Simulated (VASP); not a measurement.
Wanted: the native input for a VASP 6.6.1 run.

```yaml
Task: single point
Functional: PBE
Potentials_or_basis: VASP PAW PBE potentials, release 64 (Ti_sv, Al)
Cutoff: 520 eV
k_mesh: 18 × 18 × 6
Occupations: gaussian, width 0.1 eV
Spin: no spin polarisation
Dipole_correction: no
Further_INCAR_settings: ALGO = Fast; EDIFF = 1e-07; NBANDS = 28
```

The structure of Ti3Al lies in POSCAR:

```
Ti3Al
1.0
    2.9300104077      0.0000000000      0.0000000000
   -1.4650052039      2.5374634464      0.0000000000
    0.0000000000      0.0000000000      9.2320621953
Ti Al
3 1
Direct
    0.6666666667      0.3333333333      0.0000000000
    0.3333333333      0.6666666667      0.7504624218
    0.3333333333      0.6666666667      0.2495375782
    0.6666666667      0.3333333333      0.5000000000
```

The input as run:

INCAR

```
SYSTEM = Ti3Al
PREC = Accurate
ENCUT = 520
EDIFF = 1E-7
ISMEAR = 0
SIGMA = 0.1
LREAL = .False.
LASPH = .True.
NELM = 100
ALGO = Fast
ISIF = 2
LWAVE = .False.
LCHARG = .False.
GGA = PE
NBANDS = 28
```

KPOINTS

```
regular mesh
0
Gamma
  18 18 6
  0 0 0
```

Potentials or basis: VASP PAW PBE potentials, release 64 (Ti_sv, Al).

Run with:

```bash
$ cat potpaw_PBE.64/Ti_sv/POTCAR potpaw_PBE.64/Al/POTCAR > POTCAR
$ mpirun -np 1 vasp_std > vasp.out
```

It gave:

| Quantity | Value |
| --- | --- |
| Pressure | -0.2 GPa |
| Largest force | 0.004 eV/Å |
| Band gap on the k mesh | zero (an odd number of electrons rules out a gap without spin polarisation) |

It took 20 min on 1 thread of Intel(R) Xeon(R) Platinum 8488C (Sapphire Rapids) (shared host), peak memory 0.36 GiB.
